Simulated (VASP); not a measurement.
# Al2Cu (I4/mcm) in VASP: notebook, part 2 of 2

VASP 6.6.1.

### Step 4. Single point, PBEsol (uniaxial strain along c: +3.0 %)

Contents of INCAR:

```
SYSTEM = Al2Cu
  ALGO = Fast
  EDIFF = 1E-6
  ENCUT = 520
  GGA = PS
  ISIF = 2
  ISMEAR = 0
  LASPH = .TRUE.
  LCHARG = .FALSE.
  LREAL = .FALSE.
  LWAVE = .FALSE.
  NBANDS = 46
  NELM = 80
  PREC = Accurate
  SIGMA = 0.1
```

Contents of KPOINTS:

```
k-points
0
G
  6 6 8
  0 0 0
```

Contents of POSCAR:

```
Al2Cu
1.0
    5.9474074119      0.0000000000      0.0000000000
    0.0000000000      5.9474074119      0.0000000000
    0.0000000000      0.0000000000      4.9735626107
Al Cu
8 4
Direct
    0.1602767402      0.3397232598      0.0000000000
    0.1602767402      0.6602767402      0.5000000000
    0.8397232598      0.3397232598      0.5000000000
    0.8397232598      0.6602767402      0.0000000000
    0.6602767402      0.8397232598      0.5000000000
    0.6602767402      0.1602767402      0.0000000000
    0.3397232598      0.8397232598      0.0000000000
    0.3397232598      0.1602767402      0.5000000000
    0.0000000000      0.0000000000      0.7500000000
    0.0000000000      0.0000000000      0.2500000000
    0.5000000000      0.5000000000      0.2500000000
    0.5000000000      0.5000000000      0.7500000000
```

Started as:

```sh
$ cat potpaw_PBE.64/Al/POTCAR potpaw_PBE.64/Cu/POTCAR > POTCAR
$ mpirun -np 1 vasp_std > vasp.out
```

Run time: 5.9 min. Hardware: 1 thread of Intel Xeon 6975P-C (Granite Rapids), shared host; peak memory 0.47 GiB.

It converged, with:

```yaml
Free_energy: -51.9516 eV
Pressure: -1.1 GPa
Largest_force: 0.053 eV/Å
Band_gap_on_the_k_mesh: zero (band 34 reaches 9.25 eV, above the bottom of band 35 at 7.24 eV)
```

Forces on the atoms (eV/Å):
```
Al   0.038 -0.038  0.000
Al   0.038  0.038  0.000
Al  -0.038 -0.038  0.000
Al  -0.038  0.038  0.000
Al   0.038 -0.038  0.000
Al   0.038  0.038  0.000
Al  -0.038 -0.038  0.000
Al  -0.038  0.038  0.000
Cu   0.000  0.000  0.000
Cu   0.000  0.000  0.000
Cu   0.000  0.000  0.000
Cu   0.000  0.000  0.000
```

Stress tensor (GPa, compression positive):
```
 0.39  0.00  0.00
 0.00  0.39  0.00
 0.00  0.00 -4.21
```

Levels at points of the mesh, in eV from the Fermi level:
| k point | band 30 | band 31 | band 32 | band 33 | band 34 | band 35 | band 36 | band 37 | band 38 | band 39 |
| --- | --- | --- | --- | --- | --- | --- | --- | --- | --- | --- |
| (0.00, 0.00, 0.00) | -1.73 | -1.66 | -1.34 | -1.34 | -0.91 | -0.28 | 0.12 | 1.27 | 1.27 | 1.32 |
| (0.50, 0.00, 0.00) | -2.11 | -1.16 | -1.16 | -0.06 | -0.06 | 0.19 | 0.19 | 1.38 | 1.38 | 1.92 |
| (0.50, 0.50, 0.00) | -1.33 | -1.28 | -1.28 | -0.91 | -0.91 | -0.82 | -0.82 | 1.06 | 1.06 | 1.52 |
| (0.00, 0.00, 0.50) | -3.00 | -0.69 | -0.69 | -0.69 | -0.69 | -0.60 | -0.60 | 0.38 | 0.38 | 2.82 |
| (0.50, 0.00, 0.50) | -2.62 | -2.62 | -2.62 | 0.35 | 0.35 | 0.35 | 0.35 | 3.89 | 3.89 | 3.89 |
| (0.50, 0.50, 0.50) | 0.60 | 0.60 | 0.60 | 0.83 | 0.83 | 0.83 | 0.83 | 2.05 | 2.05 | 2.05 |

Caveat: the cell differs from its parent crystal (uniaxial strain along c: +3.0 %); the PAW data sets were made with another functional, which shifts forces and pressure a little.

### Step 5. Single point, PBEsol (uniaxial strain along c: +2.0 %)

Contents of INCAR:

```
PREC = Accurate ; ENCUT = 520
EDIFF = 1E-7 ; ISMEAR = 0
SIGMA = 0.1 ; LREAL = False
LASPH = True ; NELM = 100
ALGO = Fast ; ISIF = 2
LWAVE = False ; LCHARG = False
GGA = PS ; NBANDS = 46
```

Contents of KPOINTS:

```
regular mesh
0
Gamma
  6 6 8
```

Contents of POSCAR:

```
Al2Cu
1.0
    5.9623882870      0.0000000000      0.0000000000
    0.0000000000      5.9623882870      0.0000000000
    0.0000000000      0.0000000000      4.9252755951
Al Cu
8 4
Direct
    0.1595870221      0.3404129779      0.0000000000
    0.1595870221      0.6595870221      0.5000000000
    0.8404129779      0.3404129779      0.5000000000
    0.8404129779      0.6595870221      0.0000000000
    0.6595870221      0.8404129779      0.5000000000
    0.6595870221      0.1595870221      0.0000000000
    0.3404129779      0.8404129779      0.0000000000
    0.3404129779      0.1595870221      0.5000000000
    0.0000000000      0.0000000000      0.7500000000
    0.0000000000      0.0000000000      0.2500000000
    0.5000000000      0.5000000000      0.2500000000
    0.5000000000      0.5000000000      0.7500000000
```

Started as:

```sh
$ cat potpaw_PBE.64/Al/POTCAR potpaw_PBE.64/Cu/POTCAR > POTCAR
$ mpirun -np 1 vasp_std > vasp.out
```

It took 23 min on 1 thread of Intel Xeon Platinum 8259CL at 2.50GHz (Skylake/Cascade Lake), shared host; peak memory 0.47 GiB.

The run converged. Its results:

| Quantity | Value |
| --- | --- |
| Free energy | -51.9903 eV |
| Pressure | -0.6 GPa |
| Largest force | 0.045 eV/Å |
| Band gap on the k mesh | zero (band 34 reaches 9.29 eV, above the bottom of band 35 at 7.27 eV) |

Forces in eV/Å, atoms in the order of the input:
```
Al   0.032 -0.032  0.000
Al   0.032  0.032  0.000
Al  -0.032 -0.032  0.000
Al  -0.032  0.032  0.000
Al   0.032 -0.032  0.000
Al   0.032  0.032  0.000
Al  -0.032 -0.032  0.000
Al  -0.032  0.032  0.000
Cu   0.000  0.000  0.000
Cu   0.000  0.000  0.000
Cu   0.000  0.000  0.000
Cu   0.000  0.000  0.000
```

Stress tensor (GPa, compression positive):
```
 0.58  0.00  0.00
 0.00  0.58  0.00
 0.00  0.00 -3.01
```

Levels at points of the mesh, in eV from the Fermi level:
```tsv
k point	band 32	band 33	band 34	band 35	band 36	band 37
(0.00, 0.00, 0.00)	-1.31	-1.31	-0.87	-0.28	0.09	1.36
(0.50, 0.00, 0.00)	-1.23	-0.04	-0.04	0.26	0.26	1.42
(0.50, 0.50, 0.00)	-1.30	-0.88	-0.88	-0.83	-0.83	0.99
(0.00, 0.00, 0.50)	-0.71	-0.71	-0.71	-0.66	-0.66	0.34
(0.50, 0.00, 0.50)	-2.62	0.32	0.32	0.32	0.32	4.06
(0.50, 0.50, 0.50)	0.54	0.82	0.82	0.82	0.82	2.00
```

Caveat: the cell differs from its parent crystal (uniaxial strain along c: +2.0 %); the PAW data sets were made with another functional, which shifts forces and pressure a little.

### Step 6. The runs side by side

| cell | k mesh | cutoff (eV) | gap on the mesh (eV) | pressure (GPa) | largest force (eV/Å) |
| --- | --- | --- | --- | --- | --- |
| a = 6.007, b = 6.007, c = 4.780 Å, 12 atoms | 6 × 6 × 8 | 520 | none | 0.9 | 0.07 |
| a = 4.822, b = 5.996, c = 5.996 Å, 12 atoms | 8 × 6 × 6 | 600 | none | 0.3 | 0.01 |
| a = 5.947, b = 5.947, c = 4.974 Å, 12 atoms | 6 × 6 × 8 | 520 | none | -1.1 | 0.05 |
| a = 5.962, b = 5.962, c = 4.925 Å, 12 atoms | 6 × 6 × 8 | 520 | none | -0.6 | 0.05 |

Alike in all rows: task single point; level PBEsol; potentials or basis VASP PAW PBE potentials, release 64 (Al, Cu); no spin polarisation; smearing gaussian 0.1 eV.

Caveats: the PAW data sets were made with another functional, which shifts forces and pressure a little.

Absolute energies hang on the potentials; compare differences alone.
